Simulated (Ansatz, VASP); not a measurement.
# AlN: VASP beside Ansatz

```xyz
2
Lattice="0.0000 2.0491 2.0491 2.0491 0.0000 2.0491 2.0491 2.0491 0.0000" Properties=species:S:1:pos:R:3 pbc="T T T"
Al    0.0000    0.0000    0.0000
N     2.0491    2.0491    2.0491
```

Alike in both runs: task single point; functional r2SCAN; k mesh 10 × 10 × 10; no spin polarisation.

```csv
,VASP,Ansatz
version,VASP 6.6.1,Ansatz 0.2.0
potentials or method,"VASP PAW PBE potentials, release 64 (Al, N), cutoff 660 eV","scalar-relativistic, plane waves, PAW"
occupations,"gaussian, width 0.01 eV",fixed
valence electrons in the cell,8,8
```

|  | VASP | Ansatz | Ansatz less VASP |
| --- | --- | --- | --- |
| gap on the k mesh at the Fermi level (eV) | 5.08 | 5.08 | -0.004 |
| least direct gap on the mesh (eV) | 5.92 | 5.88 | -0.046 |
| pressure (GPa) | -12.0 | -11.3 | +0.70 |

VASP's potentials were made for PBE, not for r2SCAN.
